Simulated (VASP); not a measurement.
Set up this calculation in VASP 6.6.1, as the native input.

* Task: single point
* Functional: PBEsol
* Potentials or basis: VASP PAW PBE potentials, release 64 (Zr_sv)
* Cutoff: 500 eV
* k mesh: 20 × 20 × 20
* Occupations: gaussian, width 0.1 eV
* Spin: no spin polarisation
* Dipole correction: no
* Further INCAR settings: ALGO = Normal; EDIFF = 1e-06; NBANDS = 19

The structure of Zr lies in POSCAR:

```
Zr
1.0
   -2.7277949941      2.7277949941      1.5116213466
    2.7277949941     -2.7277949941      1.5116213466
    2.7277949941      2.7277949941     -1.5116213466
Zr
2
Direct
    0.0000000000      0.0000000000      0.0000000000
    0.7500000000      0.2500000000      0.5000000000
```

These files were run (other wordings do the same):

INCAR

```
SYSTEM = Zr
ALGO     = Normal         ! electronic algorithm
EDIFF    = 1E-6           ! SCF threshold, eV
ENCUT    = 500            ! plane-wave cutoff, eV
GGA      = PS             ! functional
GGA_COMPAT= .FALSE.      
ISIF     = 2              ! what is computed and relaxed
ISMEAR   = 0              ! smearing method
LASPH    = .TRUE.         ! aspherical terms in the spheres
LCHARG   = .FALSE.        ! write CHGCAR
LREAL    = .FALSE.        ! projectors in reciprocal space
LWAVE    = .FALSE.        ! write WAVECAR
NBANDS   = 19             ! bands
NELM     = 120            ! most SCF steps
PREC     = Accurate       ! precision mode
SIGMA    = 0.1            ! smearing width, eV
```

KPOINTS

```
k-points
0
G
  20 20 20
  0 0 0
```

Potentials or basis: VASP PAW PBE potentials, release 64 (Zr_sv).

Run with:

```console
$ cat potpaw_PBE.64/Zr_sv/POTCAR > POTCAR
$ mpirun -np 1 vasp_std > vasp.out
```

It gave:

| Item | Value |
| --- | --- |
| Pressure | 0.1 GPa |
| Band gap on the k mesh | zero (bands 12 and 13 overlap by 1.21 eV) |

Caveat: the PAW data sets were made with another functional, which shifts forces and pressure a little.

Wall time 7.4 min on 1 thread of Oxide Virtual Turin-like Processor, on a shared host, peak memory 0.47 GiB.
